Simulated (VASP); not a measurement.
Set up this calculation in VASP 6.6.1, as the native input.

```
Task                   : relaxation of cell and atoms
Functional             : PBEsol
Potentials or basis    : VASP PAW PBE potentials, release 64 (Mg, O)
Cutoff                 : 600 eV
k mesh                 : 6 × 6 × 4
Occupations            : fermi-dirac, width 0.01 eV
Spin                   : no spin polarisation
Target pressure        : 20 GPa
Dipole correction      : no
Further INCAR settings : ALGO = Normal; EDIFF = 1e-07; IBRION = 2; EDIFFG = -0.01; NSW = 80; ISIF = 3
```

The structure of MgO lies in POSCAR:

```
MgO
1.0
    3.4863780000      0.0000000000      0.0000000000
   -1.7431890000      3.0192920000      0.0000000000
    0.0000000000      0.0000000000      4.1780410000
Mg O
2 2
Direct
    0.6666666667      0.3333333333      0.7500000000
    0.3333333333      0.6666666667      0.2500000000
    0.6666666667      0.3333333333      0.2500000000
    0.3333333333      0.6666666667      0.7500000000
```

The input as run:

INCAR

```
SYSTEM = MgO
PREC = Accurate
ENCUT = 600
EDIFF = 1E-7
ISMEAR = -1
SIGMA = 0.01
LREAL = .False.
LASPH = .True.
NELM = 60
ALGO = Normal
ISIF = 3
LWAVE = .False.
LCHARG = .False.
GGA = PS
IBRION = 2
NSW = 80
EDIFFG = -0.01
PSTRESS = 200.0
```

KPOINTS

```
Automatic mesh
0
Gamma
  6 6 4
  0 0 0
```

Potentials or basis: VASP PAW PBE potentials, release 64 (Mg, O).

Run with:

```bash
$ cat potpaw_PBE.64/Mg/POTCAR potpaw_PBE.64/O/POTCAR > POTCAR
$ mpirun -np 1 vasp_std > vasp.out
```

It gave:

```json
{
 "Relaxed volume": "9.81 Å³/atom",
 "Relaxed cell": "a = 3.350 Å, b = 3.350 Å, c = 4.038 Å, α = 90.00°, β = 90.00°, γ = 120.00°",
 "Space group after relaxing (to 0.1 Å)": "P6_3/mmc (No. 194)",
 "Energy change on relaxing (the run minimises the enthalpy)": "+69.1 meV/atom",
 "Ionic steps": "8",
 "Pressure after relaxing": "20.0 GPa",
 "Band gap on the k mesh": "3.90 eV"
}
```

Caveat: the cell is relaxed towards a set pressure, so the run minimises the enthalpy, not the energy; the PAW data sets were made with another functional, which shifts forces and pressure a little.

It took 120 s on 1 thread of Intel Xeon 8259CL, on a shared host, peak memory 0.18 GiB.
